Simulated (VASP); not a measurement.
# AlN (Pm) in VASP: a series of runs

The runs below take AlN through single point, with LDA.

All numbers are computed with VASP 6.6.1; they aren't measurements. Logs are shortened: lines on timing, memory, paths and dates and some standing lists are left out, and cuts for length are marked.

## 1. The cell of the first run

The structure is monoclinic, space group Pm (No. 6). The conventional cell has a = 3.276 Å, b = 4.101 Å, c = 5.674 Å, α = 90.00°, β = 90.00°, γ = 90.00°. Al (site symmetry m) has 1 N at 1.39 Å within 1.9 Å. Within 2.5 Å of Al (site symmetry m) lie 5 N at 1.89 to 2.05 Å. Within 2.5 Å of Al (site symmetry m) lie 5 N at 1.89 to 2.05 Å and 2 Al at 2.48 Å. Al (site symmetry m) has 5 N at 1.89 to 2.05 Å within 2.5 Å. Within 2.5 Å of N (site symmetry m) lie 5 Al at 1.89 to 2.12 Å. Within 2.5 Å of N (site symmetry m) lie 5 Al at 1.89 to 2.05 Å. Within 1.9 Å of N (site symmetry m) lie 2 Al at 1.39 to 1.89 Å. N (site symmetry m) has 5 Al at 1.89 to 2.09 Å within 2.5 Å.

## 2. Single point, LDA (atom 1 (Al) moved by +0.372 Å along [1 0 0] and -0.372 Å along [1 2 0])

INCAR reads:

```
PREC = Accurate
ENCUT = 520
EDIFF = 1E-7
ISMEAR = 0
SIGMA = 0.05
LREAL = False
LASPH = True
NELM = 60
ALGO = Normal
ISIF = 2
LWAVE = False
LCHARG = True
LELF = True
LVHAR = True
NBANDS = 26
```

KPOINTS reads:

```
regular mesh
0
Gamma
  8 6 4
```

POSCAR reads:

```
AlN
1.0
   -1.6378403119      2.8368226349      0.0000000000
    0.0000000000      0.0000000000      4.1006264518
    4.9135209358      2.8368226349      0.0000000000
Al N
4 4
Direct
    0.3448684385      0.7500000000      0.1906656028
    1.0000000000      0.7500000000      0.6666666667
    0.0000000000      0.2500000000      0.3333333333
    0.5000000000      0.2500000000      0.8333333333
    0.5000000000      0.2500000000      0.1666666667
    1.0000000000      0.2500000000      0.6666666667
    0.0000000000      0.7500000000      0.3333333333
    0.5000000000      0.7500000000      0.8333333333
```

Potentials or basis: VASP PAW LDA potentials, release 64 (Al, N).

Launch:

```sh
> cat potpaw_LDA.64/Al/POTCAR potpaw_LDA.64/N/POTCAR > POTCAR
> mpirun -np 1 vasp_std > vasp.out
```

OUTCAR:

```text
PREC = Accurate
   ENCUT = 520
   EDIFF = 1E-7
   ISMEAR = 0
   LREAL = False
   LASPH = True
   NELM = 60
   ISIF = 2

 ion  position               nearest neighbor table
   1  0.345  0.750  0.191-   7 1.39   8 2.09   5 2.12   5 2.12   7 2.29   3 2.48   3 2.48   2 2.93
                             4 2.93   4 2.93   3 3.08   3 3.08   2 3.18
   2  0.000  0.750  0.667-   8 1.89   8 1.89   7 1.89   6 2.05   6 2.05   4 2.79   4 2.79   4 2.79
                             4 2.79   3 2.79   3 2.79   1 2.93   1 3.18
   3  0.000  0.250  0.333-   5 1.89   5 1.89   6 1.89   7 2.05   7 2.05   1 2.48   1 2.48   2 2.79
                             2 2.79   1 3.08   1 3.08   4 3.28   4 3.28   4 3.28   4 3.28
   4  0.500  0.250  0.833-   6 1.89   6 1.89   5 1.89   8 2.05   8 2.05   2 2.79   2 2.79   2 2.79
                             2 2.79   1 2.93   1 2.93   3 3.28   3 3.28   3 3.28   3 3.28
   5  0.500  0.250  0.167-   3 1.89   3 1.89   4 1.89   1 2.12   1 2.12
   6  0.000  0.250  0.667-   4 1.89   4 1.89   3 1.89   2 2.05   2 2.05
   7  0.000  0.750  0.333-   1 1.39   2 1.89   3 2.05   3 2.05   1 2.29
   8  0.500  0.750  0.833-   2 1.89   2 1.89   4 2.05   4 2.05   1 2.09

  LATTYP: Found a simple orthorhombic cell.
 ALAT       =     3.2756806238
 B/A-ratio  =     1.2518395176
 C/A-ratio  =     1.7320508076

  Lattice vectors:

 A1 = (  -1.6378403119,   2.8368226349,   0.0000000000)
 A2 = (   0.0000000000,   0.0000000000,   4.1006264518)
 A3 = (   4.9135209358,   2.8368226349,   0.0000000000)

Analysis of symmetry for initial positions (statically):
=====================================================================
 Subroutine PRICEL returns:
 Original cell was already a primitive cell.

 Routine SETGRP: Setting up the symmetry group for a
 simple orthorhombic supercell.

 Subroutine GETGRP returns: Found  2 space group operations
 (whereof  1 operations were pure point group operations)
 out of a pool of  8 trial point group operations.

The static configuration has the point symmetry C_1 .
 The point group associated with its full space group is C_1h.

Analysis of symmetry for dynamics (positions and initial velocities):
=====================================================================
 Subroutine PRICEL returns:
 Original cell was already a primitive cell.

 Routine SETGRP: Setting up the symmetry group for a
 simple orthorhombic supercell.

 Subroutine GETGRP returns: Found  2 space group operations
 (whereof  1 operations were pure point group operations)
 out of a pool of  8 trial point group operations.

The dynamic configuration has the point symmetry C_1 .
 The point group associated with its full space group is C_1h.

 Subroutine INISYM returns: Found  2 space group operations
 (whereof  1 operations are pure point group operations),
 and found     1 'primitive' translations

----------------------------------------------------------------------------------------

                                     Primitive cell

  volume of cell :      76.2103

  direct lattice vectors                    reciprocal lattice vectors
    -1.637840312  2.836822635  0.000000000    -0.152640033  0.264380293  0.000000000
     0.000000000  0.000000000  4.100626452     0.000000000  0.000000000  0.243865178
     4.913520936  2.836822635  0.000000000     0.152640033  0.088126764  0.000000000

  length of vectors
     3.275680624  4.100626452  5.673645270     0.305280067  0.243865178  0.176253529

  position of ions in fractional coordinates (direct lattice)
     0.344868439  0.750000000  0.190665603
     0.000000000  0.750000000  0.666666667
     0.000000000  0.250000000  0.333333333
     0.500000000  0.250000000  0.833333333
     0.500000000  0.250000000  0.166666667
     0.000000000  0.250000000  0.666666667
     0.000000000  0.750000000  0.333333333
     0.500000000  0.750000000  0.833333333

  ion indices of the primitive-cell ions
   primitive index   ion index
                 1           1
                 2           2
                 3           3
                 4           4
                 5           5
                 6           6
                 7           7
                 8           8

----------------------------------------------------------------------------------------

 KPOINTS: regular mesh

Automatic generation of k-mesh.
 Grid dimensions read from file:
 generate k-points for:    8    6    4

 Generating k-lattice:

  Cartesian coordinates                     Fractional coordinates (reciprocal lattice)
    -0.019080004  0.033047537  0.000000000     0.125000000  0.000000000  0.000000000
     0.000000000  0.000000000  0.040644196     0.000000000  0.166666667  0.000000000
     0.038160008  0.022031691  0.000000000     0.000000000  0.000000000  0.250000000

  Length of vectors
     0.038160008  0.040644196  0.044063382

  Shift w.r.t. Gamma in fractional coordinates (k-lattice)
     0.000000000  0.000000000  0.000000000

 Subroutine IBZKPT returns following result:
 ===========================================

 Found     72 irreducible k-points:

 Following reciprocal coordinates:
            Coordinates               Weight
  0.000000  0.000000  0.000000      1.000000
  0.125000  0.000000  0.000000      2.000000
  0.250000  0.000000  0.000000      2.000000
  0.375000  0.000000  0.000000      2.000000
  0.500000  0.000000  0.000000      1.000000
  0.000000  0.166667  0.000000      2.000000
[... 16 lines left out ...]
  0.125000  0.000000 -0.250000      2.000000
  0.250000  0.000000  0.250000      2.000000
 [... further k-points ...]
   k-points           NKPTS =     72   k-points in BZ     NKDIM =     72   number of bands    NBANDS=     26
   number of dos      NEDOS =    301   number of ions     NIONS =      8
   total plane-waves  NPLWV =  30240
   dimension x,y,z NGX =    24 NGY =   30 NGZ =   42
   dimension x,y,z NGXF=    48 NGYF=   60 NGZF=   84
   ions per type =               4   4
   NGX,Y,Z   is equivalent  to a cutoff of  12.18, 12.16, 12.31 a.u.
   NGXF,Y,Z  is equivalent  to a cutoff of  24.36, 24.32, 24.61 a.u.
 SYSTEM =  unknown system
   PREC   = accura    normal or accurate (medium, high low for compatibility)
   ISTART =      0    job   : 0-new  1-cont  2-samecut
   ICHARG =      2    charge: 1-file 2-atom 10-const
   ISPIN  =      1    spin polarized calculation?
   LNONCOLLINEAR =      F non collinear calculations
   LSORBIT =      F    spin-orbit coupling
   LASPH  =      T    aspherical Exc in radial PAW
   ENCUT  =  520.0 eV  38.22 Ry    6.18 a.u.   6.09  7.62 10.55*2*pi/ulx,y,z
   NELM   =     60;   NELMIN=  2; NELMDL= -5     # of ELM steps
   EDIFF  = 0.1E-06   stopping-criterion for ELM
   LREAL  =      F    real-space projection
   EDIFFG = 0.1E-05   stopping-criterion for IOM
   NSW    =      0    number of steps for IOM
   IBRION =     -1    ionic relax: 0-MD 1-quasi-New 2-CG
   NFREE  =      0    steps in history (QN), initial steepest desc. (CG)
   ISIF   =      2    stress and relaxation
   ISYM   =      2    0-nonsym 1-usesym 2-fastsym
   POTIM  = 0.5000    time-step for ionic-motion
   TEBEG  =    0.0;   TEEND  =   0.0 temperature during run
   PSTRESS=    0.0 pullay stress
   NELECT =      32.0000    total number of electrons
   NUPDOWN=      -1.0000    fix difference up-down
   EMIN   =  10.00;   EMAX   =-10.00  energy-range for DOS
   EFERMI =   0.00;   METHOD = LEGACY
   ISMEAR =     0;   SIGMA  =   0.05  broadening in eV -4-tet -1-fermi 0-gaus
   EFERMI_NEDOS =   21; number of points for ismear=-14 and -15
   IALGO  =     38    algorithm
   IMIX   =      4    mixing-type and parameters
     AMIX     =   0.40;   BMIX     =  1.00
     AMIX_MAG =   1.60;   BMIX_MAG =  1.00
  volume/ion in A,a.u.               =       9.53        64.29
  Fermi-wavevector in a.u.,A,eV,Ry     =   1.225896  2.316607 20.447110  1.502820
  Thomas-Fermi vector in A             =   2.360917
   LORBIT       =      0    0 simple, 1 ext, 2 COOP (PROOUT), +10 PAW based schemes
   GGA     = CA    functional components
   LHFCALC =     F    Hartree Fock is set to
   AEXX    =    0.0000 exact exchange contribution
   IVDW    =     0    specifies the selected vdW correction
   LEPSILON=     F    determine dielectric tensor
   LRPA    =     F    only Hartree local field effects (RPA)
 non-spin polarized calculation
 Gauss-broadening in eV      SIGMA  =   0.05
  energy-cutoff  :      520.00
  volume of cell :       76.21
 maximum number of plane-waves:      2088
   NGX = 13   NGY = 15   NGZ = 21

 number of electron      32.0000003 magnetization

 Free energy of the ion-electron system (eV)
  ---------------------------------------------------
  ext. energy  EPLUGINS =         0.00000000
  ---------------------------------------------------
  free energy    TOTEN  =       -60.18147548 eV

  energy without entropy =      -60.18147548  energy(sigma->0) =      -60.18147548

 E-fermi :   8.2787     XC(G=0): -11.6565

 val. band max:        7.9997335671   @ k =   0.0000   0.0000   0.0000
 cond. band min:      11.3905449676   @ k =   0.0000   0.0000   0.0000
 fundamental gap:      3.3908114005
 Fermi energy:         8.2786736284

 k-point     1 :       0.0000    0.0000    0.0000
  band No.  band energies     occupation
      1      -8.9051      2.00000
      2      -6.9143      2.00000
      3      -5.6654      2.00000
      4      -4.7605      2.00000
      5       0.8832      2.00000
      6       1.3831      2.00000
[... 18 lines left out ...]
     25      17.5791      0.00000
     26      19.2018      0.00000

 k-point     2 :       0.1250    0.0000    0.0000
  band No.  band energies     occupation
      1      -8.7698      2.00000
      2      -6.8052      2.00000
      3      -5.7011      2.00000
      4      -4.7641      2.00000
      5       1.0236      2.00000
      6       1.3395      2.00000
[... 18 lines left out ...]
     25      18.2212      0.00000
[... 608 lines left out ...]
     25      17.8661      0.00000
     26      18.3515      0.00000

 k-point    24 :       0.2500    0.0000    0.2500
  band No.  band energies     occupation
      1      -8.2484      2.00000
      2      -6.9189      2.00000
      3      -5.6078      2.00000
      4      -4.8011      2.00000
      5       1.5687      2.00000
      6       1.6075      2.00000
[... 18 lines left out ...]
     25      18.1024      0.00000
     26      18.2406      0.00000

 [... further k-points ...]
[... 5 lines left out ...]
  --------------------------------------------------------------------------------------
  -------------------------------------------------------------------------------------
  Total       25.2872754      3.4079254      0.6903276    -12.0564229      0.0000000      0.0000000
  in kB      531.6167807     71.6451372     14.5128226   -253.4633184      0.0000000      0.0000000
  external PRESSURE =     205.9249135 kB  Pullay stress =       0.0000000 kB

 VOLUME and BASIS-vectors are now :
 -----------------------------------------------------------------------------
  energy-cutoff  :      520.00
  volume of cell :       76.21
      direct lattice vectors                 reciprocal lattice vectors
    -1.637840312  2.836822635  0.000000000    -0.152640033  0.264380293  0.000000000
     0.000000000  0.000000000  4.100626452     0.000000000  0.000000000  0.243865178
     4.913520936  2.836822635  0.000000000     0.152640033  0.088126764  0.000000000

 POSITION                                       TOTAL-FORCE (eV/Angst)
 -----------------------------------------------------------------------------------
      0.37200      1.51922      3.07547       -24.657247     11.703307      0.000000
      3.27568      1.89122      3.07547         0.534193     -0.011925      0.000000
      1.63784      0.94561      1.02516         1.105808     -0.887175      0.000000
      3.27568      3.78243      1.02516         0.089298      0.306723      0.000000
      0.00000      1.89122      1.02516         1.140692     -0.699616      0.000000
      3.27568      1.89122      1.02516        -0.359309     -0.229076      0.000000
      1.63784      0.94561      3.07547        21.148914     -9.894279      0.000000
      3.27568      3.78243      3.07547         0.997653     -0.287961      0.000000
 -----------------------------------------------------------------------------------
    total drift:                               -0.000531      0.000306     -0.000000

  FREE ENERGIE OF THE ION-ELECTRON SYSTEM (eV)
  ---------------------------------------------------
  free  energy   TOTEN  =       -60.1814754776 eV

  energy  without entropy=      -60.1814754776  energy(sigma->0) =      -60.18147548
```

Run time: 79 s. Hardware: 1 thread of AMD EPYC 9R45 (Zen 5), shared host; peak memory 0.19 GiB.

What came out:

```yaml
Free_energy: -60.1815 eV
Pressure: 20.6 GPa
Largest_force: 27.294 eV/Å
Band_gap_on_the_k_mesh: 3.39 eV
```

Forces on the atoms (eV/Å):
```
Al  -24.657  11.703   0.000
Al    0.534  -0.012   0.000
Al    1.106  -0.887   0.000
Al    0.089   0.307   0.000
N     1.141  -0.700   0.000
N    -0.359  -0.229   0.000
N    21.149  -9.894   0.000
N     0.998  -0.288   0.000
```

Levels at points of the mesh, in eV from the valence-band top:
| k point | band 13 | band 14 | band 15 | band 16 | band 17 | band 18 | band 19 | band 20 |
| --- | --- | --- | --- | --- | --- | --- | --- | --- |
| (0.00, 0.00, 0.00) | -1.77 | -1.51 | -1.15 | 0.00 | 3.39 | 3.67 | 4.55 | 6.94 |
| (0.50, 0.00, 0.00) | -3.13 | -2.35 | -2.24 | -1.73 | 5.36 | 5.62 | 6.02 | 6.15 |
| (0.00, 0.50, 0.00) | -2.41 | -2.13 | -1.83 | -1.52 | 5.04 | 5.18 | 5.61 | 5.92 |
| (0.50, 0.50, 0.00) | -1.53 | -1.01 | -0.71 | -0.68 | 5.38 | 6.15 | 6.22 | 6.70 |
| (0.00, 0.00, 0.50) | -1.54 | -1.41 | -1.09 | -0.84 | 4.56 | 4.78 | 5.87 | 6.34 |
| (0.50, 0.00, 0.50) | -3.31 | -2.60 | -1.60 | -0.97 | 3.86 | 3.95 | 6.94 | 7.04 |
| (0.00, 0.50, 0.50) | -2.30 | -2.12 | -1.61 | -1.44 | 5.15 | 5.37 | 5.44 | 5.58 |
| (0.50, 0.50, 0.50) | -2.30 | -1.58 | -1.45 | -1.42 | 4.78 | 5.05 | 5.21 | 5.42 |

Caveat: the cell differs from its parent crystal (atom 1 (Al) moved by +0.372 Å along [1 0 0] and -0.372 Å along [1 2 0]); the cell stands under pressure; forces of over 1 eV/Å act on the atoms, so gaps and moduli don't describe the material at rest.

## 3. Single point, LDA (atom 1 (Al) moved by -0.248 Å along [1 0 0] and +0.124 Å along [1 2 0])

INCAR reads:

```
ALGO = Normal
EDIFF = 1E-6
ENCUT = 520
GGA = CA
ISIF = 2
ISMEAR = 0
LASPH = T
LCHARG = F
LREAL = F
LWAVE = F
NBANDS = 26
NELM = 60
PREC = Accurate
SIGMA = 0.05
```

KPOINTS reads:

```
k-points
0
Gamma
  8 6 4
```

POSCAR: that of step 2 with these lines changed.

```diff
@@ -8,3 +8,3 @@
 Direct
-    0.3448684385      0.7500000000      0.1906656028
+    0.5706378847      0.7500000000      0.1397396572
     1.0000000000      0.7500000000      0.6666666667
```

Potentials or basis: VASP PAW LDA potentials, release 64 (Al, N).

Launch:

```sh
> cat potpaw_LDA.64/Al/POTCAR potpaw_LDA.64/N/POTCAR > POTCAR
> mpirun -np 1 vasp_std > vasp.out
```

Wall time 62 s (1 thread of AMD EPYC 9R45 (Zen 5), shared host); peak memory 0.19 GiB.

It converged, with:

| Item | Value |
| --- | --- |
| Free energy | -64.3482 eV |
| Pressure | 3.3 GPa |
| Largest force | 4.185 eV/Å |
| Band gap on the k mesh | 3.31 eV |

Forces on the atoms (eV/Å):
```
Al   4.107 -0.803  0.000
Al  -0.860 -0.369  0.000
Al  -0.257  0.362  0.000
Al  -0.021 -0.254  0.000
N   -0.917  0.110  0.000
N    0.286  0.202  0.000
N   -0.716  1.556  0.000
N   -1.621 -0.804  0.000
```

Stress tensor (GPa, compression positive):
```
2.29 5.69 0.00
5.69 7.04 0.00
0.00 0.00 0.59
```

Levels at points of the mesh, in eV from the valence-band top:
| k point | band 14 | band 15 | band 16 | band 17 | band 18 | band 19 |
| --- | --- | --- | --- | --- | --- | --- |
| (0.00, 0.00, 0.00) | -1.69 | -0.97 | 0.00 | 3.31 | 3.89 | 4.55 |
| (0.50, 0.00, 0.00) | -2.57 | -2.23 | -2.15 | 5.27 | 5.41 | 5.82 |
| (0.00, 0.50, 0.00) | -2.01 | -1.78 | -1.62 | 4.74 | 5.03 | 5.83 |
| (0.50, 0.50, 0.00) | -1.20 | -0.85 | -0.84 | 5.73 | 5.86 | 6.38 |
| (0.00, 0.00, 0.50) | -1.43 | -0.99 | -0.90 | 4.34 | 4.96 | 6.20 |
| (0.50, 0.00, 0.50) | -2.81 | -1.58 | -1.32 | 3.57 | 4.01 | 6.78 |
| (0.00, 0.50, 0.50) | -2.08 | -1.72 | -1.64 | 4.69 | 5.23 | 5.39 |
| (0.50, 0.50, 0.50) | -2.00 | -1.59 | -1.48 | 4.77 | 4.90 | 5.30 |

Caveat: the cell differs from its parent crystal (atom 1 (Al) moved by -0.248 Å along [1 0 0] and +0.124 Å along [1 2 0]); the cell stands under pressure; forces of over 1 eV/Å act on the atoms, so gaps and moduli don't describe the material at rest. A k mesh can miss the band edges.
